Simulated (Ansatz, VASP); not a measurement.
**Ag: VASP beside Ansatz**

```
Ag
1.0
     0.00000    1.96138    2.20655
     1.96138    0.00000    2.20655
     1.96138    1.96138    0.00000
Ag
1
Cartesian
  0.0000 0.0000 0.0000
```

Change from the starting cell: strain -0.040 along x and y, +0.080 along z, atoms carried along.

Alike in both runs: task single point; functional PBE; k mesh 20 × 20 × 20; occupations gaussian, width 0.15 eV; no spin polarisation.

|  | VASP | Ansatz |
| --- | --- | --- |
| version | VASP 6.6.1 | Ansatz 0.2.0 |
| potentials or method | VASP PAW PBE potentials, release 64 (Ag), cutoff 520 eV | scalar-relativistic, plane waves, PAW |
| valence electrons in the cell | 11 | 19 |

Ansatz gave:

```
gap on the k mesh at the Fermi level (eV)                     : none
pressure (GPa)                                                : 5.9
traceless stress, the component that is largest in VASP (GPa) : -4.54
```

Problem. Which values does VASP return?

Solution. gap on the k mesh at the Fermi level (eV): none; pressure (GPa): 5.7; traceless stress, the component that is largest in VASP (GPa): -4.52.

A gap of «none» marks a metal or a gap that the smearing closes. VASP's potentials hold 11 valence electrons a cell and Ansatz's 19, so a difference there can come from the potentials and not from the codes.
